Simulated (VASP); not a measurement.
# As (P-3m1) in VASP: single point with PBE

Aim: the single point of As with PBE.

Program: VASP 6.6.1. These are calculated values, not measurements. Logs are shortened: lines on timing, memory, paths and dates and some standing lists are left out, and cuts for length are marked.

### Step 1. The cell of the first run

It takes space group P-3m1 (No. 164, trigonal). Conventional cell: a = 3.608 Å, b = 3.608 Å, c = 12.029 Å, α = 90.00°, β = 90.00°, γ = 120.00°. As (site symmetry 3m) has 3 As at 2.50 Å within 3.3 Å. As (site symmetry 3m) has 3 As at 2.50 Å within 3.3 Å.

The cell was generated, and may not be a known phase.

### Step 2. Single point, PBE

INCAR reads:

```
SYSTEM = As
PREC = Accurate
ENCUT = 510
EDIFF = 1E-6
ISMEAR = 0
SIGMA = 0.02
LREAL = .FALSE.
LASPH = .TRUE.
NELM = 120
ALGO = Normal
ISIF = 2
LWAVE = .FALSE.
LCHARG = .TRUE.
GGA = PE
LELF = .TRUE.
LVHAR = .TRUE.
NBANDS = 38
GGA_COMPAT = .FALSE.
```

KPOINTS reads:

```
Automatic mesh
0
G
  12 12 4
  0 0 0
```

POSCAR reads:

```
As
1.0
    3.6082791148      0.0000000000      0.0000000000
   -1.8041395574      3.1248613774      0.0000000000
    0.0000000000      0.0000000000     12.0291915137
As
4
Direct
    0.0000000000      0.0000000000      0.7996664874
    0.0000000000      0.0000000000      0.2003335126
    0.3333333333      0.6666666667      0.6840660550
    0.6666666667      0.3333333333      0.3159339450
```

Potentials or basis: VASP PAW PBE potentials, release 64 (As_d).

Started as:

```bash
cat potpaw_PBE.64/As_d/POTCAR > POTCAR
mpirun -np 1 vasp_std > vasp.out
```

OUTCAR:

```text
SYSTEM = As
   PREC = Accurate
   ENCUT = 510
   EDIFF = 1E-6
   ISMEAR = 0
   LREAL = .FALSE.
   LASPH = .TRUE.
   NELM = 120
   ISIF = 2
   GGA = PE

 ion  position               nearest neighbor table
   1  0.000  0.000  0.800-   3 2.50   3 2.50   3 2.50
   2  0.000  0.000  0.200-   4 2.50   4 2.50   4 2.50
   3  0.333  0.667  0.684-   1 2.50   1 2.50   1 2.50
   4  0.667  0.333  0.316-   2 2.50   2 2.50   2 2.50

  LATTYP: Found a hexagonal cell.
 ALAT       =     3.6082791148
 C/A-ratio  =     3.3337752239

  Lattice vectors:

 A1 = (   3.6082791148,   0.0000000000,   0.0000000000)
 A2 = (  -1.8041395574,   3.1248613774,   0.0000000000)
 A3 = (   0.0000000000,   0.0000000000,  12.0291915137)

Analysis of symmetry for initial positions (statically):
=====================================================================
 Subroutine PRICEL returns:
 Original cell was already a primitive cell.

 Routine SETGRP: Setting up the symmetry group for a
 hexagonal supercell.

 Subroutine GETGRP returns: Found 12 space group operations
 (whereof 12 operations were pure point group operations)
 out of a pool of 24 trial point group operations.

The static configuration has the point symmetry D_3d.

Analysis of symmetry for dynamics (positions and initial velocities):
=====================================================================
 Subroutine PRICEL returns:
 Original cell was already a primitive cell.

 Routine SETGRP: Setting up the symmetry group for a
 hexagonal supercell.

 Subroutine GETGRP returns: Found 12 space group operations
 (whereof 12 operations were pure point group operations)
 out of a pool of 24 trial point group operations.

The dynamic configuration has the point symmetry D_3d.

 Subroutine INISYM returns: Found 12 space group operations
 (whereof 12 operations are pure point group operations),
 and found     1 'primitive' translations

----------------------------------------------------------------------------------------

                                     Primitive cell

  volume of cell :     135.6336

  direct lattice vectors                    reciprocal lattice vectors
     3.608279115  0.000000000  0.000000000     0.277140423  0.160007098  0.000000000
    -1.804139557  3.124861377  0.000000000     0.000000000  0.320014196  0.000000000
     0.000000000  0.000000000 12.029191514     0.000000000  0.000000000  0.083131106

  length of vectors
     3.608279115  3.608279115 12.029191514     0.320014196  0.320014196  0.083131106

  position of ions in fractional coordinates (direct lattice)
     0.000000000  0.000000000  0.799666487
     0.000000000  0.000000000  0.200333513
     0.333333333  0.666666667  0.684066055
     0.666666667  0.333333333  0.315933945

  ion indices of the primitive-cell ions
   primitive index   ion index
                 1           1
                 2           2
                 3           3
                 4           4

----------------------------------------------------------------------------------------

 KPOINTS: Automatic mesh

Automatic generation of k-mesh.
 Grid dimensions read from file:
 generate k-points for:   12   12    4

 Generating k-lattice:

  Cartesian coordinates                     Fractional coordinates (reciprocal lattice)
     0.023095035  0.013333925  0.000000000     0.083333333  0.000000000  0.000000000
     0.000000000  0.026667850  0.000000000     0.000000000  0.083333333  0.000000000
     0.000000000  0.000000000  0.020782777     0.000000000  0.000000000  0.250000000

  Length of vectors
     0.026667850  0.026667850  0.020782777

  Shift w.r.t. Gamma in fractional coordinates (k-lattice)
     0.000000000  0.000000000  0.000000000

 Subroutine IBZKPT returns following result:
 ===========================================

 Found     69 irreducible k-points:

 Following reciprocal coordinates:
            Coordinates               Weight
  0.000000  0.000000  0.000000      1.000000
  0.083333 -0.000000  0.000000      6.000000
  0.166667  0.000000  0.000000      6.000000
  0.250000  0.000000  0.000000      6.000000
  0.333333 -0.000000  0.000000      6.000000
  0.416667  0.000000  0.000000      6.000000
[... 16 lines left out ...]
  0.166667  0.000000  0.250000      6.000000
  0.000000  0.166667  0.250000      6.000000
 [... further k-points ...]
   k-points           NKPTS =     69   k-points in BZ     NKDIM =     69   number of bands    NBANDS=     38
   number of dos      NEDOS =    301   number of ions     NIONS =      4
   total plane-waves  NPLWV =  70560
   dimension x,y,z NGX =    28 NGY =   28 NGZ =   90
   dimension x,y,z NGXF=    56 NGYF=   56 NGZF=  180
   ions per type =               4
   NGX,Y,Z   is equivalent  to a cutoff of  12.90, 12.90, 12.44 a.u.
   NGXF,Y,Z  is equivalent  to a cutoff of  25.80, 25.80, 24.88 a.u.
 SYSTEM =  As
   PREC   = accura    normal or accurate (medium, high low for compatibility)
   ISTART =      0    job   : 0-new  1-cont  2-samecut
   ICHARG =      2    charge: 1-file 2-atom 10-const
   ISPIN  =      1    spin polarized calculation?
   LNONCOLLINEAR =      F non collinear calculations
   LSORBIT =      F    spin-orbit coupling
   LASPH  =      T    aspherical Exc in radial PAW
   ENCUT  =  510.0 eV  37.48 Ry    6.12 a.u.   6.64  6.64 22.15*2*pi/ulx,y,z
   NELM   =    120;   NELMIN=  2; NELMDL= -5     # of ELM steps
   EDIFF  = 0.1E-05   stopping-criterion for ELM
   LREAL  =      F    real-space projection
   EDIFFG = 0.1E-04   stopping-criterion for IOM
   NSW    =      0    number of steps for IOM
   IBRION =     -1    ionic relax: 0-MD 1-quasi-New 2-CG
   NFREE  =      0    steps in history (QN), initial steepest desc. (CG)
   ISIF   =      2    stress and relaxation
   ISYM   =      2    0-nonsym 1-usesym 2-fastsym
   POTIM  = 0.5000    time-step for ionic-motion
   TEBEG  =    0.0;   TEEND  =   0.0 temperature during run
   PSTRESS=    0.0 pullay stress
   NELECT =      60.0000    total number of electrons
   NUPDOWN=      -1.0000    fix difference up-down
   EMIN   =  10.00;   EMAX   =-10.00  energy-range for DOS
   EFERMI =   0.00;   METHOD = LEGACY
   ISMEAR =     0;   SIGMA  =   0.02  broadening in eV -4-tet -1-fermi 0-gaus
   EFERMI_NEDOS =   21; number of points for ismear=-14 and -15
   IALGO  =     38    algorithm
   IMIX   =      4    mixing-type and parameters
     AMIX     =   0.40;   BMIX     =  1.00
     AMIX_MAG =   1.60;   BMIX_MAG =  1.00
  volume/ion in A,a.u.               =      33.91       228.83
  Fermi-wavevector in a.u.,A,eV,Ry     =   1.247392  2.357228 21.170471  1.555986
  Thomas-Fermi vector in A             =   2.381526
   LORBIT       =      0    0 simple, 1 ext, 2 COOP (PROOUT), +10 PAW based schemes
   GGA     = PE    functional components
   LHFCALC =     F    Hartree Fock is set to
   AEXX    =    0.0000 exact exchange contribution
   IVDW    =     0    specifies the selected vdW correction
   LEPSILON=     F    determine dielectric tensor
   LRPA    =     F    only Hartree local field effects (RPA)
 non-spin polarized calculation
 Gauss-broadening in eV      SIGMA  =   0.02
  energy-cutoff  :      510.00
  volume of cell :      135.63
 maximum number of plane-waves:      3596
 NGX is ok and might be reduce to    28
   NGX = 13   NGY = 13   NGZ = 45

 number of electron      59.9999983 magnetization

 Free energy of the ion-electron system (eV)
  ---------------------------------------------------
  ext. energy  EPLUGINS =         0.00000000
  ---------------------------------------------------
  free energy    TOTEN  =       -18.72499919 eV

  energy without entropy =      -18.72499919  energy(sigma->0) =      -18.72499919

 E-fermi :   0.0405     XC(G=0):  -7.9402

 val. band max:       -0.1487511655   @ k =   0.0833   0.0833   0.0000
 cond. band min:       1.1802439649   @ k =   0.0000   0.3333   0.2500
 fundamental gap:      1.3289951304
 Fermi energy:         0.0405303408

 k-point     1 :       0.0000    0.0000    0.0000
  band No.  band energies     occupation
      1     -35.3290      2.00000
      2     -35.3290      2.00000
      3     -35.3290      2.00000
      4     -35.3290      2.00000
      5     -35.2911      2.00000
      6     -35.2911      2.00000
[... 30 lines left out ...]
     37       5.4405      0.00000
     38       6.8731      0.00000

 k-point     2 :       0.0833   -0.0000    0.0000
  band No.  band energies     occupation
      1     -35.3289      2.00000
      2     -35.3289      2.00000
      3     -35.3271      2.00000
      4     -35.3271      2.00000
      5     -35.2906      2.00000
      6     -35.2906      2.00000
[... 30 lines left out ...]
     37       5.5833      0.00000
     38       6.9219      0.00000

 k-point     3 :       0.1667    0.0000    0.0000
  band No.  band energies     occupation
      1     -35.3284      2.00000
      2     -35.3284      2.00000
      3     -35.3217      2.00000
      4     -35.3217      2.00000
      5     -35.2889      2.00000
      6     -35.2889      2.00000
[... 30 lines left out ...]
     37       5.8885      0.00000
     38       6.8289      0.00000

 k-point     4 :       0.2500    0.0000    0.0000
  band No.  band energies     occupation
      1     -35.3277      2.00000
      2     -35.3277      2.00000
      3     -35.3140      2.00000
      4     -35.3140      2.00000
      5     -35.2855      2.00000
      6     -35.2855      2.00000
[... 30 lines left out ...]
     37       5.9872      0.00000
     38       6.9179      0.00000
[... 703 lines left out ...]
      4     -35.3271      2.00000
      5     -35.2906      2.00000
      6     -35.2906      2.00000
[... 30 lines left out ...]
     37       5.7591      0.00000
     38       6.7168      0.00000

 k-point    23 :       0.1667    0.0000    0.2500
  band No.  band energies     occupation
      1     -35.3284      2.00000
      2     -35.3284      2.00000
      3     -35.3217      2.00000
      4     -35.3217      2.00000
      5     -35.2889      2.00000
      6     -35.2889      2.00000
[... 30 lines left out ...]
     37       5.8818      0.00000
     38       6.8772      0.00000

 k-point    24 :       0.0000    0.1667    0.2500
  band No.  band energies     occupation
      1     -35.3284      2.00000
      2     -35.3284      2.00000
      3     -35.3217      2.00000
      4     -35.3217      2.00000
      5     -35.2889      2.00000
      6     -35.2889      2.00000
[... 30 lines left out ...]
     37       6.1365      0.00000
     38       6.6247      0.00000

 [... further k-points ...]

------------------------ aborting loop because EDIFF is reached ----------------------------------------

  FORCE on cell =-STRESS in cart. coord.  units (eV):
  Direction    XX          YY          ZZ          XY          YZ          ZX
  --------------------------------------------------------------------------------------
  -------------------------------------------------------------------------------------
  Total        0.0357777      0.0357777      0.0866547      0.0000000     -0.0000000      0.0000000
  in kB        0.4226254      0.4226254      1.0236126      0.0000000     -0.0000000      0.0000000
  external PRESSURE =       0.6229545 kB  Pullay stress =       0.0000000 kB

 VOLUME and BASIS-vectors are now :
 -----------------------------------------------------------------------------
  energy-cutoff  :      510.00
  volume of cell :      135.63
      direct lattice vectors                 reciprocal lattice vectors
     3.608279115  0.000000000  0.000000000     0.277140423  0.160007098  0.000000000
    -1.804139557  3.124861377  0.000000000     0.000000000  0.320014196  0.000000000
     0.000000000  0.000000000 12.029191514     0.000000000  0.000000000  0.083131106

 POSITION                                       TOTAL-FORCE (eV/Angst)
 -----------------------------------------------------------------------------------
      0.00000      0.00000      9.61934         0.000000      0.000000      0.021142
      0.00000      0.00000      2.40985        -0.000000     -0.000000     -0.021142
     -0.00000      2.08324      8.22876         0.000000      0.000000     -0.020117
      1.80414      1.04162      3.80043        -0.000000     -0.000000      0.020117
 -----------------------------------------------------------------------------------
    total drift:                                0.000000      0.000000     -0.000000

  FREE ENERGIE OF THE ION-ELECTRON SYSTEM (eV)
  ---------------------------------------------------
  free  energy   TOTEN  =       -18.7249991853 eV

  energy  without entropy=      -18.7249991853  energy(sigma->0) =      -18.72499919
```

It took 4.1 min on 1 thread of AMD EPYC 7R13 (Zen 3), shared host; peak memory 0.37 GiB.

Results:

* Free energy: -18.7250 eV
* Pressure: 0.1 GPa
* Largest force: 0.021 eV/Å
* Band gap on the k mesh: 1.33 eV (least direct gap 1.71 eV)

Forces on the atoms (eV/Å):
```
As   0.000  0.000  0.021
As   0.000  0.000 -0.021
As   0.000  0.000 -0.020
As   0.000  0.000  0.020
```

Caveat: this functional lacks dispersion, which binds layers or chains, so the pressure and a relaxed spacing across them are unreliable. A k mesh can miss the band edges.
